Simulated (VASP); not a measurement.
A run of VASP 6.6.1:

File INCAR:

```
ALGO = Normal
EDIFF = 1E-6
ENCUT = 520
GGA = PS
ISIF = 2
ISMEAR = 0
LASPH = True
LCHARG = True
LELF = True
LREAL = False
LVHAR = True
LWAVE = False
NBANDS = 26
NELM = 60
PREC = Accurate
SIGMA = 0.03
```

The input KPOINTS:

```
k-points
0
Gamma
  12 12 6
```

The input POSCAR:

```
SiGe
1.0
    3.5774938239      0.0000000000      0.0000000000
   -1.7887469119      3.0982005334      0.0000000000
    0.0000000000      0.0000000000      7.6837755039
Si Ge
2 2
Direct
    0.6666666667      0.3333333333      0.8746070000
    0.3333333333      0.6666666667      0.3746070000
    0.6666666667      0.3333333333      0.5003920000
    0.3333333333      0.6666666667      0.0003920000
```

Potentials or basis: VASP PAW PBE potentials, release 64 (Si, Ge_d).

Launch:

```bash
$ cat potpaw_PBE.64/Si/POTCAR potpaw_PBE.64/Ge_d/POTCAR > POTCAR
$ mpirun -np 1 vasp_std > vasp.out
```

Hardware: 1 thread of Intel(R) Xeon(R) Platinum 8124M CPU @ 3.00GHz (Skylake/Cascade Lake) (shared host).

**Question.** Estimate the wall time of this run.

**Answer.** Wall time 2 min on 1 thread of Intel(R) Xeon(R) Platinum 8124M CPU @ 3.00GHz (Skylake/Cascade Lake), with other jobs on the host, peak memory 0.28 GiB. Counts: scf iterations 13, k points 76.
